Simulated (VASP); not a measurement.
Set up this calculation in VASP 6.6.1, as the native input.

```yaml
Task: single point
Functional: PBE
Potentials_or_basis: VASP PAW PBE potentials, release 64 (Nb_sv, P)
Cutoff: 520 eV
k_mesh: 8 × 8 × 8
Occupations: gaussian, width 0.05 eV
Spin: no spin polarisation
Dipole_correction: no
Further_INCAR_settings: ALGO = Normal; EDIFF = 1e-06; NBANDS = 26
```

The structure of NbP lies in POSCAR:

```
NbP
1.0
   -1.6722309055      1.6722309055      5.7269960202
    1.6722309055     -1.6722309055      5.7269960202
    1.6722309055      1.6722309055     -5.7269960202
Nb P
2 2
Direct
    0.4999736690      0.4999736690      0.0000000000
    0.2499736690      0.7499736690      0.5000000000
    0.0826549010      0.0826549010      0.0000000000
    0.8326549010      0.3326549010      0.5000000000
```

The input as run:

INCAR

```
PREC = Accurate ; ENCUT = 520
EDIFF = 1E-6 ; ISMEAR = 0
SIGMA = 0.05 ; LREAL = False
LASPH = True ; NELM = 60
ALGO = Normal ; ISIF = 2
LWAVE = False ; LCHARG = False
GGA = PE ; NBANDS = 26
```

KPOINTS

```
Automatic mesh
0
Gamma
  8 8 8
```

Potentials or basis: VASP PAW PBE potentials, release 64 (Nb_sv, P).

Run with:

```sh
$ cat potpaw_PBE.64/Nb_sv/POTCAR potpaw_PBE.64/P/POTCAR > POTCAR
$ mpirun -np 1 vasp_std > vasp.out
```

Results of the run:

| Item | Value |
| --- | --- |
| Pressure | -0.4 GPa |
| Band gap on the k mesh | zero (bands 18 and 19 overlap by 0.04 eV) |

It took 3.7 min on 1 thread of Intel(R) Xeon(R) Platinum 8259CL CPU @ 2.50GHz (Skylake/Cascade Lake), on a shared host, peak memory 0.36 GiB.
